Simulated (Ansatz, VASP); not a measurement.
One calculation of W, two programs

File INCAR:

```
SYSTEM = W
PREC = Accurate
ENCUT = 520
EDIFF = 1E-6
ISMEAR = 0
SIGMA = 0.15
LREAL = .FALSE.
LASPH = .TRUE.
NELM = 80
ALGO = Fast
ISIF = 2
LWAVE = .FALSE.
LCHARG = .FALSE.
NBANDS = 13
```

Contents of KPOINTS:

```
regular mesh
0
G
  22 22 22
  0 0 0
```

The input POSCAR:

```
W
1.0
   -1.3420265817      1.5538086662      1.5538086662
    1.5538086662     -1.3420265817      1.5538086662
    1.5538086662      1.5538086662     -1.3420265817
W
1
Direct
    0.0000000000      0.0000000000      0.0000000000
```

Input for Ansatz:

```yaml
crystal:
  lattice:
    - [-1.3420265817, 1.5538086662, 1.5538086662]
    - [1.5538086662, -1.3420265817, 1.5538086662]
    - [1.5538086662, 1.5538086662, -1.3420265817]
  atoms:
    - { symbol: W, position: [0.0, 0.0, 0.0] }
basis:
  ecutwfc: 420
kpoints:
  mp_grid: { grid: [22, 22, 22] }
hamiltonian:
  xc: lda
  pseudopotentials: { kind: paw, azcp: { folder: soft_1 } }
scf:
  occupations: { method: gaussian, width: 0.15 }
output:
  forces: true
  stress: true
  eigenvalues: true
```

Alike in both runs: task single point; functional LDA; k mesh 22 × 22 × 22; occupations gaussian, width 0.15 eV; no spin polarisation.

|  | VASP | Ansatz |
| --- | --- | --- |
| version | VASP 6.6.1 | Ansatz 0.2.0 |
| potentials or method | VASP PAW LDA potentials, release 64 (W_sv), cutoff 520 eV | scalar-relativistic, plane waves, PAW |
| valence electrons in the cell | 14 | 14 |

Ansatz gave:

```
gap on the k mesh at the Fermi level (eV)                     : none
pressure (GPa)                                                : 23.2
traceless stress, the component that is largest in VASP (GPa) : -16.97
```

Which values does VASP return?

gap on the k mesh at the Fermi level (eV): none; pressure (GPa): 25.7; traceless stress, the component that is largest in VASP (GPa): -17.23.

Ansatz warns that its potentials were made for another functional, while VASP's fit it. LDA's correlation is that of Perdew and Zunger in VASP and of Perdew and Wang (1992) in Ansatz. A gap of «none» marks a metal or a gap that the smearing closes.

Spin-orbit coupling is off throughout.
